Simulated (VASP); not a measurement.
# Pd4Pt (P6/mmm) in VASP: notebook

Runs on Pd4Pt. Level: PBE. Tasks: single point.

All numbers are computed with VASP 6.6.1; they aren't measurements. Logs are shortened: lines on timing, memory, paths and dates and some standing lists are left out, and cuts for length are marked.

### Step 1. The cell of the first run

The structure is hexagonal, space group P6/mmm (No. 191). Conventional cell: a = 4.421 Å, b = 4.421 Å, c = 5.279 Å, α = 90.00°, β = 90.00°, γ = 120.00°. Within 3.4 Å of Pd (site symmetry 3m) lie 5 Pd at 2.55 to 2.66 Å and 3 Pt at 2.88 Å. Pt (site symmetry 6/mmm) has 12 Pd at 2.88 Å within 3.8 Å.

The cell was built from a structure type or drawn by symmetry, and may not be a known phase.

### Step 2. Single point, PBE

Input file INCAR:

```
SYSTEM = Pd4Pt
PREC = Accurate ; ENCUT = 520
EDIFF = 1E-7 ; ISMEAR = 0
SIGMA = 0.2 ; LREAL = .FALSE.
LASPH = .TRUE. ; NELM = 60
ALGO = Normal ; ISIF = 2
LWAVE = .FALSE. ; LCHARG = .FALSE.
GGA = PE ; NBANDS = 33
```

Input file KPOINTS:

```
regular mesh
0
G
  5 5 3
  0 0 0
```

Input file POSCAR:

```
Pd4Pt
1.0
    4.4213725457      0.0000000030      0.0000000000
   -2.2106862755      3.8290209426      0.0000000000
    0.0000000000      0.0000000000      5.2785330828
Pd Pt
4 1
Direct
    0.3333333333      0.6666666667      0.2484039731
    0.6666666667      0.3333333333      0.2484039731
    0.6666666667      0.3333333333      0.7515960269
    0.3333333333      0.6666666667      0.7515960269
    0.0000000000      0.0000000000      0.5000000000
```

Potentials or basis: VASP PAW PBE potentials, release 64 (Pd, Pt).

The run is started by

```
cat potpaw_PBE.64/Pd/POTCAR potpaw_PBE.64/Pt/POTCAR > POTCAR
mpirun -np 1 vasp_std > vasp.out
```

OUTCAR:

```text
SYSTEM = Pd4Pt
   PREC = Accurate
   ENCUT = 520
   EDIFF = 1E-7
   ISMEAR = 0
   LREAL = .FALSE.
   LASPH = .TRUE.
   NELM = 60
   ISIF = 2
   GGA = PE

 ion  position               nearest neighbor table
   1  0.333  0.667  0.248-   2 2.55   2 2.55   2 2.55   4 2.62   4 2.66   5 2.88   5 2.88   5 2.88

   2  0.667  0.333  0.248-   1 2.55   1 2.55   1 2.55   3 2.62   3 2.66   5 2.88   5 2.88   5 2.88

   3  0.667  0.333  0.752-   4 2.55   4 2.55   4 2.55   2 2.62   2 2.66   5 2.88   5 2.88   5 2.88

   4  0.333  0.667  0.752-   3 2.55   3 2.55   3 2.55   1 2.62   1 2.66   5 2.88   5 2.88   5 2.88

   5  0.000  0.000  0.500-   1 2.88   2 2.88   3 2.88   4 2.88   1 2.88   4 2.88   2 2.88   3 2.88
                             2 2.88   3 2.88   1 2.88   4 2.88

  LATTYP: Found a hexagonal cell.
 ALAT       =     4.4213725457
 C/A-ratio  =     1.1938675215

  Lattice vectors:

 A1 = (   4.4213725457,   0.0000000030,   0.0000000000)
 A2 = (  -2.2106862755,   3.8290209426,   0.0000000000)
 A3 = (   0.0000000000,   0.0000000000,   5.2785330828)

Analysis of symmetry for initial positions (statically):
=====================================================================
 Subroutine PRICEL returns:
 Original cell was already a primitive cell.

 Routine SETGRP: Setting up the symmetry group for a
 hexagonal supercell.

 Subroutine GETGRP returns: Found 24 space group operations
 (whereof 24 operations were pure point group operations)
 out of a pool of 24 trial point group operations.

The static configuration has the point symmetry D_6h.

Analysis of symmetry for dynamics (positions and initial velocities):
=====================================================================
 Subroutine PRICEL returns:
 Original cell was already a primitive cell.

 Routine SETGRP: Setting up the symmetry group for a
 hexagonal supercell.

 Subroutine GETGRP returns: Found 24 space group operations
 (whereof 24 operations were pure point group operations)
 out of a pool of 24 trial point group operations.

The dynamic configuration has the point symmetry D_6h.

 Subroutine INISYM returns: Found 24 space group operations
 (whereof 24 operations are pure point group operations),
 and found     1 'primitive' translations

----------------------------------------------------------------------------------------

                                     Primitive cell

  volume of cell :      89.3631

  direct lattice vectors                    reciprocal lattice vectors
     4.421372546  0.000000003  0.000000000     0.226174110  0.130581683  0.000000000
    -2.210686276  3.829020943  0.000000000    -0.000000000  0.261163366  0.000000000
     0.000000000  0.000000000  5.278533083     0.000000000  0.000000000  0.189446572

  length of vectors
     4.421372546  4.421372546  5.278533083     0.261163366  0.261163366  0.189446572

  position of ions in fractional coordinates (direct lattice)
     0.333333333  0.666666667  0.248403973
     0.666666667  0.333333333  0.248403973
     0.666666667  0.333333333  0.751596027
     0.333333333  0.666666667  0.751596027
     0.000000000  0.000000000  0.500000000

  ion indices of the primitive-cell ions
   primitive index   ion index
                 1           1
                 2           2
                 3           3
                 4           4
                 5           5

----------------------------------------------------------------------------------------

 KPOINTS: regular mesh

Automatic generation of k-mesh.
 Grid dimensions read from file:
 generate k-points for:    5    5    3

 Generating k-lattice:

  Cartesian coordinates                     Fractional coordinates (reciprocal lattice)
     0.045234822  0.026116337  0.000000000     0.200000000  0.000000000  0.000000000
    -0.000000000  0.052232673  0.000000000     0.000000000  0.200000000  0.000000000
     0.000000000  0.000000000  0.063148857     0.000000000  0.000000000  0.333333333

  Length of vectors
     0.052232673  0.052232673  0.063148857

  Shift w.r.t. Gamma in fractional coordinates (k-lattice)
     0.000000000  0.000000000  0.000000000

 Subroutine IBZKPT returns following result:
 ===========================================

 Found     10 irreducible k-points:

 Following reciprocal coordinates:
            Coordinates               Weight
  0.000000  0.000000  0.000000      1.000000
  0.200000 -0.000000  0.000000      6.000000
  0.400000  0.000000  0.000000      6.000000
  0.200000  0.200000  0.000000      6.000000
  0.400000  0.200000  0.000000      6.000000
  0.000000  0.000000  0.333333      2.000000
  0.200000 -0.000000  0.333333     12.000000
  0.400000  0.000000  0.333333     12.000000
  0.200000  0.200000  0.333333     12.000000
  0.400000  0.200000  0.333333     12.000000
   k-points           NKPTS =     10   k-points in BZ     NKDIM =     10   number of bands    NBANDS=     33
   number of dos      NEDOS =    301   number of ions     NIONS =      5
   total plane-waves  NPLWV =  51840
   dimension x,y,z NGX =    36 NGY =   36 NGZ =   40
   dimension x,y,z NGXF=    72 NGYF=   72 NGZF=   80
   ions per type =               4   1
   NGX,Y,Z   is equivalent  to a cutoff of  13.54, 13.54, 12.60 a.u.
   NGXF,Y,Z  is equivalent  to a cutoff of  27.07, 27.07, 25.20 a.u.
 SYSTEM =  Pd4Pt
   PREC   = accura    normal or accurate (medium, high low for compatibility)
   ISTART =      0    job   : 0-new  1-cont  2-samecut
   ICHARG =      2    charge: 1-file 2-atom 10-const
   ISPIN  =      1    spin polarized calculation?
   LNONCOLLINEAR =      F non collinear calculations
   LSORBIT =      F    spin-orbit coupling
   LASPH  =      T    aspherical Exc in radial PAW
   ENCUT  =  520.0 eV  38.22 Ry    6.18 a.u.   8.22  8.22  9.81*2*pi/ulx,y,z
   NELM   =     60;   NELMIN=  2; NELMDL= -5     # of ELM steps
   EDIFF  = 0.1E-06   stopping-criterion for ELM
   LREAL  =      F    real-space projection
   EDIFFG = 0.1E-05   stopping-criterion for IOM
   NSW    =      0    number of steps for IOM
   IBRION =     -1    ionic relax: 0-MD 1-quasi-New 2-CG
   NFREE  =      0    steps in history (QN), initial steepest desc. (CG)
   ISIF   =      2    stress and relaxation
   ISYM   =      2    0-nonsym 1-usesym 2-fastsym
   POTIM  = 0.5000    time-step for ionic-motion
   TEBEG  =    0.0;   TEEND  =   0.0 temperature during run
   PSTRESS=    0.0 pullay stress
   NELECT =      50.0000    total number of electrons
   NUPDOWN=      -1.0000    fix difference up-down
   EMIN   =  10.00;   EMAX   =-10.00  energy-range for DOS
   EFERMI =   0.00;   METHOD = LEGACY
   ISMEAR =     0;   SIGMA  =   0.20  broadening in eV -4-tet -1-fermi 0-gaus
   EFERMI_NEDOS =   21; number of points for ismear=-14 and -15
   IALGO  =     38    algorithm
   IMIX   =      4    mixing-type and parameters
     AMIX     =   0.40;   BMIX     =  1.00
     AMIX_MAG =   1.60;   BMIX_MAG =  1.00
  volume/ion in A,a.u.               =      17.87       120.61
  Fermi-wavevector in a.u.,A,eV,Ry     =   1.349001  2.549241 24.759917  1.819803
  Thomas-Fermi vector in A             =   2.476623
   LORBIT       =      0    0 simple, 1 ext, 2 COOP (PROOUT), +10 PAW based schemes
   GGA     = PE    functional components
   LHFCALC =     F    Hartree Fock is set to
   AEXX    =    0.0000 exact exchange contribution
   IVDW    =     0    specifies the selected vdW correction
   LEPSILON=     F    determine dielectric tensor
   LRPA    =     F    only Hartree local field effects (RPA)
 non-spin polarized calculation
 Gauss-broadening in eV      SIGMA  =   0.20
  energy-cutoff  :      520.00
  volume of cell :       89.36
 maximum number of plane-waves:      2426
 NGX is ok and might be reduce to    36
   NGX = 17   NGY = 17   NGZ = 19

 number of electron      50.0000006 magnetization

 Free energy of the ion-electron system (eV)
  ---------------------------------------------------
  ext. energy  EPLUGINS =         0.00000000
  ---------------------------------------------------
  free energy    TOTEN  =       -25.01507197 eV

  energy without entropy =      -24.86304833  energy(sigma->0) =      -24.93906015

 E-fermi :   7.3110     XC(G=0): -11.9139

 val. band max:        7.2945380466   @ k =   0.4000   0.2000   0.3333
 cond. band min:       7.3147690009   @ k =   0.2000   0.2000   0.0000
 fundamental gap:      0.0202309543
 Fermi energy:         7.3109872408

 k-point     1 :       0.0000    0.0000    0.0000
  band No.  band energies     occupation
      1       0.6181      2.00000
      2       2.5685      2.00000
      3       2.5685      2.00000
      4       2.7482      2.00000
      5       3.6791      2.00000
      6       3.7141      2.00000
[... 25 lines left out ...]
     32      15.5072      0.00000
     33      15.5072      0.00000

 k-point     2 :       0.2000   -0.0000    0.0000
  band No.  band energies     occupation
      1       1.0733      2.00000
      2       2.6801      2.00000
      3       2.6970      2.00000
      4       2.9042      2.00000
      5       3.1642      2.00000
      6       3.4601      2.00000
[... 25 lines left out ...]
     32      16.2410      0.00000
     33      16.6638      0.00000

 k-point     3 :       0.4000    0.0000    0.0000
  band No.  band energies     occupation
      1       2.0042      2.00000
      2       2.6027      2.00000
      3       2.8982      2.00000
      4       2.9200      2.00000
      5       3.3267      2.00000
      6       3.3837      2.00000
[... 25 lines left out ...]
     32      14.7648      0.00000
     33      15.4667      0.00000

 k-point     4 :       0.2000    0.2000    0.0000
  band No.  band energies     occupation
      1       1.7287      2.00000
      2       2.7840      2.00000
      3       2.8587      2.00000
      4       2.8736      2.00000
      5       3.1646      2.00000
      6       3.2085      2.00000
[... 25 lines left out ...]
     32      15.5654      0.00000
     33      15.6938      0.00000

 k-point     5 :       0.4000    0.2000    0.0000
  band No.  band energies     occupation
      1       1.9912      2.00000
      2       2.6319      2.00000
      3       2.8414      2.00000
      4       2.9495      2.00000
      5       3.4532      2.00000
      6       3.4641      2.00000
[... 25 lines left out ...]
     32      14.5579      0.00000
     33      15.3588      0.00000

 k-point     6 :       0.0000    0.0000    0.3333
  band No.  band energies     occupation
      1       1.0831      2.00000
      2       2.8459      2.00000
      3       2.8459      2.00000
      4       3.1148      2.00000
      5       3.3293      2.00000
      6       3.5971      2.00000
[... 25 lines left out ...]
     32      15.9542      0.00000
     33      15.9542      0.00000

 k-point     7 :       0.2000   -0.0000    0.3333
  band No.  band energies     occupation
      1       1.4970      2.00000
      2       2.8807      2.00000
      3       2.9385      2.00000
      4       2.9906      2.00000
      5       3.4325      2.00000
      6       3.5162      2.00000
[... 25 lines left out ...]
     32      15.5235      0.00000
     33      15.5811      0.00000

 k-point     8 :       0.4000    0.0000    0.3333
  band No.  band energies     occupation
      1       2.2307      2.00000
      2       2.7765      2.00000
      3       3.0986      2.00000
      4       3.2846      2.00000
      5       3.4884      2.00000
      6       3.5371      2.00000
[... 25 lines left out ...]
     32      14.8448      0.00000
     33      15.4840      0.00000

 k-point     9 :       0.2000    0.2000    0.3333
  band No.  band energies     occupation
      1       2.0373      2.00000
      2       2.9060      2.00000
      3       3.0523      2.00000
      4       3.0918      2.00000
      5       3.3792      2.00000
      6       3.6357      2.00000
[... 25 lines left out ...]
     32      16.0148      0.00000
     33      17.3862      0.00000

 k-point    10 :       0.4000    0.2000    0.3333
  band No.  band energies     occupation
      1       2.2008      2.00000
      2       2.8775      2.00000
      3       3.2337      2.00000
      4       3.3483      2.00000
      5       3.3487      2.00000
      6       3.5587      2.00000
[... 25 lines left out ...]
     32      16.8016      0.00000
     33      17.9173      0.00000

------------------------ aborting loop because EDIFF is reached ----------------------------------------

  FORCE on cell =-STRESS in cart. coord.  units (eV):
  Direction    XX          YY          ZZ          XY          YZ          ZX
  --------------------------------------------------------------------------------------
  -------------------------------------------------------------------------------------
  Total       -0.1797650     -0.1797650     -0.1995239      0.0000000     -0.0000000      0.0000000
  in kB       -3.2229810     -3.2229810     -3.5772342      0.0000000     -0.0000000      0.0000000
  external PRESSURE =      -3.3410654 kB  Pullay stress =       0.0000000 kB

 VOLUME and BASIS-vectors are now :
 -----------------------------------------------------------------------------
  energy-cutoff  :      520.00
  volume of cell :       89.36
      direct lattice vectors                 reciprocal lattice vectors
     4.421372546  0.000000003  0.000000000     0.226174110  0.130581683  0.000000000
    -2.210686276  3.829020943  0.000000000    -0.000000000  0.261163366  0.000000000
     0.000000000  0.000000000  5.278533083     0.000000000  0.000000000  0.189446572

 POSITION                                       TOTAL-FORCE (eV/Angst)
 -----------------------------------------------------------------------------------
     -0.00000      2.55268      1.31121        -0.000000     -0.000000      0.002560
      2.21069      1.27634      1.31121        -0.000000      0.000000      0.002560
      2.21069      1.27634      3.96732        -0.000000      0.000000     -0.002560
     -0.00000      2.55268      3.96732         0.000000     -0.000000     -0.002560
      0.00000      0.00000      2.63927         0.000000     -0.000000      0.000000
 -----------------------------------------------------------------------------------
    total drift:                                0.000000     -0.000000      0.000000

  FREE ENERGIE OF THE ION-ELECTRON SYSTEM (eV)
  ---------------------------------------------------
  free  energy   TOTEN  =       -25.0150719748 eV

  energy  without entropy=      -24.8630483322  energy(sigma->0) =      -24.93906015
```

Wall time 56 s (1 thread of Intel Xeon 8259CL, shared host); peak memory 0.23 GiB.

Results:

- Free energy: -25.0151 eV
- Pressure: -0.3 GPa
- Band gap on the k mesh: zero (bands 25 and 26 overlap by 0.68 eV)

Forces in eV/Å, atoms in the order of the input:
```
Pd   0.000  0.000  0.003
Pd   0.000  0.000  0.003
Pd   0.000  0.000 -0.003
Pd   0.000  0.000 -0.003
Pt   0.000  0.000  0.000
```

Levels at points of the mesh, in eV from the Fermi level:
| k point | band 21 | band 22 | band 23 | band 24 | band 25 | band 26 | band 27 | band 28 | band 29 | band 30 |
| --- | --- | --- | --- | --- | --- | --- | --- | --- | --- | --- |
| (0.00, 0.00, 0.00) | -1.28 | -0.56 | -0.56 | 0.36 | 0.36 | 0.90 | 1.02 | 3.84 | 7.39 | 7.39 |

Caveat: the k points lie up to 0.40 Å⁻¹ apart, too coarse for converged energies and pressures of a metal; spin-orbit coupling is left out, which moves the levels of the heavy elements.

### Step 3. Single point, PBE

This run uses another cell than the first one, of 23.52 Å³/atom.

Input file INCAR:

```
ALGO = Normal
EDIFF = 1E-6
ENCUT = 520
GGA = PE
ISIF = 2
ISMEAR = 0
LASPH = T
LCHARG = F
LREAL = F
LWAVE = F
NBANDS = 33
NELM = 60
PREC = Accurate
SIGMA = 0.2
```

Input file KPOINTS:

```
k-points
0
Gamma
  5 5 3
```

Input file POSCAR:

```
Pd4Pt
1.0
    5.2822046662      0.0000000000      0.0000000000
   -2.6411023331      4.5745234289      0.0000000000
    0.0000000000      0.0000000000      4.8660183450
Pd Pt
4 1
Direct
    0.5000000000      0.0000000000      0.0000000000
    0.0000000000      0.5000000000      0.0000000000
    0.5000000000      0.5000000000      0.0000000000
    0.0000000000      0.0000000000      0.0000000000
    0.0000000000      0.0000000000      0.5000000000
```

Potentials or basis: VASP PAW PBE potentials, release 64 (Pd, Pt).

The run is started by

```
cat potpaw_PBE.64/Pd/POTCAR potpaw_PBE.64/Pt/POTCAR > POTCAR
mpirun -np 1 vasp_std > vasp.out
```

Wall time 76 s (1 thread of Intel Xeon 8259CL, shared host); peak memory 0.24 GiB.

It converged, with:

* Free energy: -21.8442 eV
* Pressure: -0.2 GPa
* Band gap on the k mesh: zero (bands 25 and 26 overlap by 0.80 eV)

Stress tensor (GPa, compression positive):
```
-0.02  0.00  0.00
 0.00 -0.02  0.00
 0.00  0.00 -0.43
```

Levels at points of the mesh, in eV from the Fermi level:
```csv
k point,band 23,band 24,band 25,band 26,band 27,band 28
"(0.00, 0.00, 0.00)",0.44,0.58,0.58,0.81,2.23,2.40
```

Caveat: the k points lie up to 0.43 Å⁻¹ apart, too coarse for converged energies and pressures of a metal; spin-orbit coupling is left out, which moves the levels of the heavy elements.
